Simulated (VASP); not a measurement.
# C (Fd-3m) in VASP: notebook, part 2 of 2

VASP 6.6.1.

**4. Single point, r2SCAN-based global hybrid**

POSCAR

```
C
1.0
    0.0000000000      1.7833700000      1.7833700000
    1.7833700000      0.0000000000      1.7833700000
    1.7833700000      1.7833700000      0.0000000000
C
2
Direct
    0.7500000000      0.7500000000      0.7500000000
    0.5000000000      0.5000000000      0.5000000000
```

INCAR.step1

```
PREC = Accurate
ENCUT = 520
EDIFF = 1E-5
ISMEAR = -1
SIGMA = 0.05
LREAL = F
LASPH = T
NELM = 100
ALGO = Normal
ISIF = 2
LWAVE = T
LCHARG = F
NBANDS = 11
GGA = PE
```

INCAR.step2

```
PREC = Accurate
ENCUT = 520
EDIFF = 1E-6
ISMEAR = -1
SIGMA = 0.05
LREAL = F
LASPH = T
NELM = 100
ALGO = Normal
ISIF = 2
LWAVE = F
LCHARG = F
METAGGA = R2SCAN
LHFCALC = T
AEXX = 0.35
LMIXTAU = T
PRECFOCK = Normal
NBANDS = 11
ISTART = 1
```

KPOINTS

```
Automatic mesh
0
Gamma
  7 7 7
```

Potentials or basis: VASP PAW PBE potentials, release 64 (C).

Command:

```sh
> cat potpaw_PBE.64/C/POTCAR > POTCAR
> cp INCAR.step1 INCAR
> mpirun -np 1 vasp_std > vasp.out
> cp INCAR.step2 INCAR
> mpirun -np 1 vasp_std > vasp.out
```

OUTCAR:

```text
PREC = Accurate
   ENCUT = 520
   EDIFF = 1E-6
   ISMEAR = -1
   LREAL = F
   LASPH = T
   NELM = 100
   ISIF = 2
   METAGGA = R2SCAN
   LHFCALC = T
   AEXX = 0.35
   PRECFOCK = Normal
   ISTART = 1

 ion  position               nearest neighbor table
   1  0.750  0.750  0.750-   2 1.54   2 1.54   2 1.54   2 1.54
   2  0.500  0.500  0.500-   1 1.54   1 1.54   1 1.54   1 1.54

  LATTYP: Found a face centered cubic cell.
 ALAT       =     3.5667400000

  Lattice vectors:

 A1 = (   0.0000000000,   1.7833700000,   1.7833700000)
 A2 = (   1.7833700000,   0.0000000000,   1.7833700000)
 A3 = (   1.7833700000,   1.7833700000,   0.0000000000)

Analysis of symmetry for initial positions (statically):
=====================================================================
 Subroutine PRICEL returns:
 Original cell was already a primitive cell.

 Routine SETGRP: Setting up the symmetry group for a
 face centered cubic supercell.

 Subroutine GETGRP returns: Found 48 space group operations
 (whereof 24 operations were pure point group operations)
 out of a pool of 48 trial point group operations.
[... 175 lines left out ...]
  band No.  band energies     occupation
      1     -16.6548      2.00000
      2       8.3582      2.00000
      3       8.3582      2.00000
      4       8.3582      2.00000
      5      16.9983      0.00000
      6      16.9983      0.00000
      7      16.9983      0.00000
      8      25.6315      0.00000
      9      31.4987      0.00000
     10      38.8567      0.00000
     11      38.8567      0.00000
[... 253 lines left out ...]
 k-point    20 :      -0.2857    0.4286    0.1429
  band No.  band energies     occupation
      1      -7.0625      2.00000
      2      -5.0732      2.00000
      3      -2.1582      2.00000
      4       0.7369      2.00000
      5      19.7300      0.00000
      6      23.8555      0.00000
      7      25.2807      0.00000
      8      26.1312      0.00000
      9      32.1128      0.00000
     10      36.1501      0.00000
     11      40.7338      0.00000

------------------------ aborting loop because EDIFF is reached ----------------------------------------

  FORCE on cell =-STRESS in cart. coord.  units (eV):
  Direction    XX          YY          ZZ          XY          YZ          ZX
  --------------------------------------------------------------------------------------
  -------------------------------------------------------------------------------------
  Total       -0.8882775     -0.8882775     -0.8882775      0.0000000     -0.0000000     -0.0000000
  in kB     -125.4598897   -125.4598897   -125.4598897      0.0000000     -0.0000000     -0.0000000
  external PRESSURE =    -125.4598897 kB  Pullay stress =       0.0000000 kB

 VOLUME and BASIS-vectors are now :
 -----------------------------------------------------------------------------
  energy-cutoff  :      520.00
  volume of cell :       11.34
      direct lattice vectors                 reciprocal lattice vectors
     0.000000000  1.783370000  1.783370000    -0.280368067  0.280368067  0.280368067
     1.783370000  0.000000000  1.783370000     0.280368067 -0.280368067  0.280368067
     1.783370000  1.783370000  0.000000000     0.280368067  0.280368067 -0.280368067

 POSITION                                       TOTAL-FORCE (eV/Angst)
 -----------------------------------------------------------------------------------
      2.67505      2.67505      2.67505         0.000000      0.000000      0.000000
      1.78337      1.78337      1.78337        -0.000000     -0.000000     -0.000000
 -----------------------------------------------------------------------------------
    total drift:                                0.000000      0.000000      0.000000

  FREE ENERGIE OF THE ION-ELECTRON SYSTEM (eV)
  ---------------------------------------------------
  free  energy   TOTEN  =       -24.5893413717 eV

  energy  without entropy=      -24.5893413717  energy(sigma->0) =      -24.58934137
```

OUTCAR.step1:

```text
PREC = Accurate
   ENCUT = 520
   EDIFF = 1E-5
   ISMEAR = -1
   LREAL = F
[... 496 lines left out ...]
      2.67505      2.67505      2.67505         0.000000      0.000000      0.000000
      1.78337      1.78337      1.78337        -0.000000     -0.000000     -0.000000
 -----------------------------------------------------------------------------------
    total drift:                                0.000000     -0.000000      0.000000

  FREE ENERGIE OF THE ION-ELECTRON SYSTEM (eV)
  ---------------------------------------------------
  free  energy   TOTEN  =       -18.1825234094 eV

  energy  without entropy=      -18.1825234094  energy(sigma->0) =      -18.18252341
```

Run time: 6.3 min. Hardware: 1 thread of AMD EPYC 7R43 (Zen 3), shared host; peak memory 0.09 GiB.

Results:

```
Free energy            : -24.5893 eV
Pressure               : -12.5 GPa
Band gap on the k mesh : 7.01 eV, indirect (least direct gap 8.64 eV)
```

Levels at points of the mesh, in eV from the valence-band top:
| k point | band 1 | band 2 | band 3 | band 4 | band 5 | band 6 | band 7 | band 8 | band 9 |
| --- | --- | --- | --- | --- | --- | --- | --- | --- | --- |
| (0.00, 0.00, 0.00) | -25.01 | 0.00 | 0.00 | 0.00 | 8.64 | 8.64 | 8.64 | 17.27 | 23.14 |

Caveat: the k points lie up to 0.44 Å⁻¹ apart; the PAW data sets were made with another functional, which shifts forces and pressure a little.

**5. Single point, B3LYP**

This run uses another cell than the first one, of 5.33 Å³/atom, 0.940 times its volume.

POSCAR

```
C
1.0
    0.0000000000      1.7469644787      1.7469644787
    1.7469644787      0.0000000000      1.7469644787
    1.7469644787      1.7469644787      0.0000000000
C
2
Direct
    0.7500000000      0.7500000000      0.7500000000
    0.5000000000      0.5000000000      0.5000000000
```

INCAR.step1

```
PREC = Accurate
ENCUT = 520
EDIFF = 1E-5
ISMEAR = -1
SIGMA = 0.05
LREAL = False
LASPH = True
NELM = 60
ALGO = Normal
ISIF = 2
LWAVE = True
LCHARG = False
NBANDS = 11
GGA = PE
```

INCAR.step2

```
PREC = Accurate
ENCUT = 520
EDIFF = 1E-7
ISMEAR = -1
SIGMA = 0.05
LREAL = False
LASPH = True
NELM = 60
ALGO = Normal
ISIF = 2
LWAVE = False
LCHARG = False
GGA = B3
LHFCALC = True
AEXX = 0.2
AGGAX = 0.72
AGGAC = 0.81
ALDAC = 0.19
PRECFOCK = Normal
NBANDS = 11
ISTART = 1
```

KPOINTS

```
regular mesh
0
Gamma
  7 7 7
```

Command:

```sh
> cat potpaw_PBE.64/C/POTCAR > POTCAR
> cp INCAR.step1 INCAR
> mpirun -np 1 vasp_std > vasp.out
> cp INCAR.step2 INCAR
> mpirun -np 1 vasp_std > vasp.out
```

Wall time 3.9 min (1 thread of AMD EPYC 7R13 (Zen 3), shared host); peak memory 0.09 GiB.

The run converged. Its results:

- Free energy: -20.0754 eV
- Pressure: 32.4 GPa
- Band gap on the k mesh: 6.32 eV, indirect (least direct gap 7.66 eV)

Levels at points of the mesh, in eV from the valence-band top:
| k point | band 1 | band 2 | band 3 | band 4 | band 5 | band 6 | band 7 | band 8 |
| --- | --- | --- | --- | --- | --- | --- | --- | --- |
| (0.00, 0.00, 0.00) | -23.73 | 0.00 | 0.00 | 0.00 | 7.66 | 7.66 | 7.66 | 17.18 |

Caveat: the k points lie up to 0.44 Å⁻¹ apart; the PAW data sets were made with another functional, which shifts forces and pressure a little. A k mesh can miss the band edges.

**6. The runs side by side**

| task | level | cell | k mesh | cutoff (eV) | grid for exact exchange (PRECFOCK) | share of exact exchange | gap on the mesh (eV) | pressure (GPa) |
| --- | --- | --- | --- | --- | --- | --- | --- | --- |
| relaxation of cell and atoms | PBEsol | relaxed to 10 GPa from a = 2.522 Å, angles 60.0°, 2 atoms | 13 × 13 × 13 | 600 | - | - | 4.08 | 9.8 |
| single point | r2SCAN-based global hybrid | a = 2.522 Å, angles 60.0°, 2 atoms | 7 × 7 × 7 | 520 | Normal | 0.15 | 5.54 | -6.3 |
| single point | r2SCAN-based global hybrid | a = 2.522 Å, angles 60.0°, 2 atoms | 7 × 7 × 7 | 520 | Normal | 0.35 | 7.01 | -12.5 |
| single point | B3LYP | a = 2.471 Å, angles 60.0°, 2 atoms | 7 × 7 × 7 | 520 | Normal | - | 6.32 | 32.4 |

Alike in all rows: potentials or basis VASP PAW PBE potentials, release 64 (C); no spin polarisation; smearing fermi-dirac 0.05 eV.

Caveats: some runs use coarse meshes; the PAW data sets were made with another functional, which shifts forces and pressure a little; the cell is relaxed towards a set pressure, so the enthalpy falls and the energy may rise (some runs).

Total energies depend on the potentials used, so only differences within one code and one set of settings carry meaning.
